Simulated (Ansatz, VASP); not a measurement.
MnHg: VASP beside Ansatz

```xyz
2
Lattice="3.2047 0.0000 0.0000 0.0000 3.2047 0.0000 0.0000 0.0000 3.5471" Properties=species:S:1:pos:R:3 pbc="T T T"
Mn    1.6024    1.6024    1.7735
Hg    0.0000    0.0000    0.0000
```

Change from the starting cell: stretched by +7 % along [0.0, 0.0, 1.0] at fixed volume; anisotropy by the force theorem, PAW files.

Alike in both runs: task single point; functional PBE; k mesh 9 × 9 × 9; occupations fermi-dirac, width 0.1 eV; collinear spin.

```csv
,VASP,Ansatz
version,VASP 6.6.1,Ansatz 0.2.0
potentials or method,"VASP PAW PBE potentials, release 64 (Mn_pv, Hg)","PAW with Ansatz's default frozen-core files, scalar-relativistic"
plane-wave cutoff (eV),520,420
valence electrons in the cell,25,35
```

|  | VASP | Ansatz | Ansatz less VASP |
| --- | --- | --- | --- |
| net moment per atom (μB) | 1.92 | 1.92 | -0.002 |
| size of the moment on the site where the two differ most (μB) | 3.78 | 3.83 | +0.055 |

Site moments also hang on the region over which each program counts them. With one functional, cell and mesh, what is left measures potentials, basis and numerics. VASP's potentials hold 25 valence electrons a cell and Ansatz's 35, so a difference there can come from the potentials and not from the codes.

Spin-orbit coupling is off throughout.
